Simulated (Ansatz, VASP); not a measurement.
**One calculation of BaTiO3, two programs**

```
Ba Ti O
1.0
     2.86307   -1.65299   -2.35630
     0.00000    3.30599   -2.35630
    12.84302    7.41492   10.51469
Ba Ti O
3 3 9
Cartesian
  10.7458 6.2041 1.8099
  5.0197 2.8981 -2.9027
  7.8827 4.5511 -0.5464
  2.1566 1.2451 -1.6239
  5.0197 2.8981 0.7324
  7.8827 4.5511 3.0887
  2.1566 -0.3728 -0.6885
  5.0197 1.2802 1.6678
  7.8827 2.9332 4.0241
  0.7555 2.0541 -0.6885
  3.6186 3.7070 1.6678
  6.4816 5.3600 4.0241
  3.5577 2.0541 -0.6885
  6.4208 3.7070 1.6678
  9.2839 5.3600 4.0241
```

Alike in both runs: task single point; functional PBE; k mesh 6 × 6 × 2; occupations gaussian, width 0.05 eV; no spin polarisation.

```csv
,VASP,Ansatz
version,VASP 6.6.1,Ansatz 0.2.0
potentials or method,"VASP PAW PBE potentials, release 64 (Ba_sv, Ti_sv, O), cutoff 520 eV","scalar-relativistic, plane waves, PAW"
valence electrons in the cell,120,120
```

Ansatz gave:

```
gap on the k mesh at the Fermi level (eV) : none
rms of the force components (eV/Å)        : 0.537
```

Q: Which values does VASP return?

A: gap on the k mesh at the Fermi level (eV): none; rms of the force components (eV/Å): 0.538.

Atom by atom the forces differ by 0.045 eV/Å (rms over components). A gap of «none» marks a metal or a gap that the smearing closes. With one functional, cell and mesh, what is left measures potentials, basis and numerics.

Spin-orbit coupling is off throughout.
